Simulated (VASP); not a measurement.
Runs of VASP 6.6.1 on Pt. The structure is that of space group Im-3m (No. 229), or close to it. The cells are those of the table. This isn't the form of Pt at room conditions, which is fcc.

```csv
cell,gap on the mesh (eV),pressure (GPa)
"a = 2.590 Å, angles 109.5°, 1 atom",none,49.7
"a = 2.773 Å, angles 109.5°, 1 atom",none,-17.5
"a = 2.807 Å, angles 109.5°, 1 atom",none,(b)
"a = 2.666 Å, angles 109.5°, 1 atom",none,(a)
"a = 2.629 Å, angles 109.5°, 1 atom",none,28.7
```

Alike in all rows: task single point; level PBEsol; potentials or basis VASP PAW PBE potentials, release 64 (Pt); no spin polarisation; k mesh 22 × 22 × 22; cutoff (eV) 520; smearing gaussian 0.15 eV.

Problem. Estimate the missing entries.

Solution. (a) 12.4; (b) -23.2.

Caveats: the PAW data sets were made with another functional, which shifts forces and pressure a little; spin-orbit coupling is left out, which moves the levels of the heavy elements; the cell stands under pressure (at least some runs); the cell stands under tension (at least some runs).

A k mesh can miss the band edges, and the runs leave out spin-orbit coupling on Pt.

A gap of «none» marks levels without a gap at the run's occupations.
